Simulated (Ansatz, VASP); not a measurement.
## BPt: VASP beside Ansatz

INCAR

```
SYSTEM = BPt
PREC     = Accurate       ! precision mode
ENCUT    = 430            ! plane-wave cutoff, eV
EDIFF    = 1E-8           ! SCF threshold, eV
ISMEAR   = -1             ! smearing method
SIGMA    = 0.05           ! smearing width, eV
LREAL    = .FALSE.        ! projectors in reciprocal space
LASPH    = .TRUE.         ! aspherical terms in the spheres
NELM     = 120            ! most SCF steps
ALGO     = Normal         ! electronic algorithm
ISIF     = 2              ! what is computed and relaxed
LWAVE    = .FALSE.        ! write WAVECAR
LCHARG   = .FALSE.        ! write CHGCAR
GGA      = PE             ! functional
LEFG     = .TRUE.       
NBANDS   = 29             ! bands
GGA_COMPAT= .FALSE.
```

The input KPOINTS:

```
regular mesh
0
G
  12 12 6
  0 0 0
```

Contents of POSCAR:

```
BPt
1.0
    3.2294277022      0.0000000000      0.0000000000
   -1.6147138511      2.7967664298      0.0000000000
    0.0000000000      0.0000000000      5.2612730000
B Pt
2 2
Direct
    0.6666666667      0.3333333333      0.7500000000
    0.3333333333      0.6666666667      0.2500000000
    0.0000000000      0.0000000000      0.0000000000
    0.0000000000      0.0000000000      0.5000000000
```

Input for Ansatz:

```yaml
crystal:
  lattice:
    - [3.2294277022, 0.0, 0.0]
    - [-1.6147138511, 2.7967664298, 0.0]
    - [0.0, 0.0, 5.261273]
  atoms:
    - { symbol: B, position: [0.6666666667, 0.3333333333, 0.75] }
    - { symbol: B, position: [0.3333333333, 0.6666666667, 0.25] }
    - { symbol: Pt, position: [0.0, 0.0, 0.0] }
    - { symbol: Pt, position: [0.0, 0.0, 0.5] }
kpoints:
  mp_grid: { grid: [12, 12, 6] }
  band_path:
    path:
      - [0.0, 0.0, 0.0]
      - [0.5, 0.0, 0.0]
      - [0.3333333333, 0.3333333333, 0.0]
      - [0.0, 0.0, 0.0]
      - [0.0, 0.0, 0.5]
      - [0.5, 0.0, 0.5]
      - [0.3333333333, 0.3333333333, 0.5]
      - [0.0, 0.0, 0.5]
      - [0.5, 0.0, 0.5]
    npoints: 8
scf:
  occupations: { method: fermi_dirac, width: 0.05 }
hamiltonian:
  xc: pbe
  pseudopotentials: { kind: paw }
output:
  forces: true
  stress: true
  eigenvalues: true
  efg: { contact_densities: true }
  populations: true
  bader: true
  dos: { projected: true, de: 0.2, e_range: [-14, 8] }
  write_density: true
  write_potential: true
  elf: true
  volumetric_format: npy
```

Alike in both runs: task electric field gradients; functional PBE; k mesh 12 × 12 × 6; occupations fermi-dirac, width 0.05 eV; no spin polarisation.

|  | VASP | Ansatz |
| --- | --- | --- |
| version | VASP 6.6.1 | Ansatz 0.2.0 |
| potentials or method | VASP PAW PBE potentials, release 64 (B, Pt_sv_GW) | PAW with Ansatz's default frozen-core files, scalar-relativistic |
| plane-wave cutoff (eV) | 430 | 420 |
| valence electrons in the cell | 42 | 42 |

|  | VASP | Ansatz | Ansatz less VASP |
| --- | --- | --- | --- |
| size of Vzz on the site where it differs most (V/Å²) | 301.4 | 169.0 | -132.34 |

With one functional, cell and mesh, what is left measures potentials, basis and numerics.

Spin-orbit coupling is off throughout.
